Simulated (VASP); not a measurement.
Here is a VASP 6.6.1 calculation.

File INCAR:

```
SYSTEM = Hg
PREC = Accurate ; ENCUT = 520
EDIFF = 1E-7 ; ISMEAR = 0
SIGMA = 0.2 ; LREAL = .FALSE.
LASPH = .TRUE. ; NELM = 60
ALGO = Fast ; ISIF = 2
LWAVE = .FALSE. ; LCHARG = .FALSE.
GGA = PE ; NBANDS = 32
```

File KPOINTS:

```
Automatic mesh
0
G
  6 6 4
  0 0 0
```

The input POSCAR:

```
Hg
1.0
    4.1702598076      1.0989425732     -0.0058806265
   -1.1352763714      4.2132583155      0.0046241250
    0.0008451924     -0.0029738571      6.1728398778
Hg
4
Direct
    0.2527181062      0.7487483126      0.2499517685
    0.2472972244      0.7512728349      0.7499651687
    0.7527148360      0.2487353244      0.2500746802
    0.7472698334      0.2512435281      0.7500083826
```

Potentials or basis: VASP PAW PBE potentials, release 64 (Hg).

Run with:

```bash
$ cat potpaw_PBE.64/Hg/POTCAR > POTCAR
$ mpirun -np 1 vasp_std > vasp.out
```

Estimate the band gap on the k mesh.

zero (bands 24 and 25 overlap by 2.10 eV).

What does it give for the pressure?

0.2 GPa.

Stress tensor (GPa, compression positive):
```
0.16 0.06 0.00
0.06 0.22 0.00
0.00 0.00 0.22
```

Caveat: spin-orbit coupling is left out, which moves the levels of the heavy elements.
